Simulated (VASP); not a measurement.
A run of VASP 6.6.1 is set up as follows.

Contents of INCAR:

```
PREC = Accurate
ENCUT = 600
EDIFF = 1E-6
ISMEAR = -1
SIGMA = 0.1
LREAL = False
LASPH = True
NELM = 80
ALGO = Normal
ISIF = 3
LWAVE = False
LCHARG = False
GGA = RP
IBRION = 2
NSW = 80
EDIFFG = -0.01
PSTRESS = 50.0
```

Contents of KPOINTS:

```
regular mesh
0
Gamma
  5 5 5
```

POSCAR

```
W
1.0
    0.0000000000      2.0300000000      2.0300000000
    2.0300000000      0.0000000000      2.0300000000
    2.0300000000      2.0300000000      0.0000000000
W
1
Direct
    0.0000000000      0.0000000000      0.0000000000
```

Potentials or basis: VASP PAW PBE potentials, release 64 (W_sv).

Launch:

```console
$ cat potpaw_PBE.64/W_sv/POTCAR > POTCAR
$ mpirun -np 1 vasp_std > vasp.out
```

(1) What does it give for the band gap on the k mesh?

(2) Estimate the space group after relaxing (to 0.05 Å).

(3) What does it give for the relaxed cell?

(4) What does it give for the relaxed volume?

Answers

(1) zero (band 7 reaches 12.13 eV, above the bottom of band 8 at 10.05 eV).

(2) Fm-3m (No. 225).

(3) a = 2.850 Å, b = 2.850 Å, c = 2.850 Å, α = 60.00°, β = 60.00°, γ = 60.00°.

(4) 16.37 Å³/atom.

Caveat: the k points lie up to 0.54 Å⁻¹ apart in the final cell; the cell is relaxed towards a set pressure, so the enthalpy falls and the energy may rise; the PAW data sets were made with another functional, which shifts forces and pressure a little; spin-orbit coupling is left out, which moves the levels of the heavy elements.
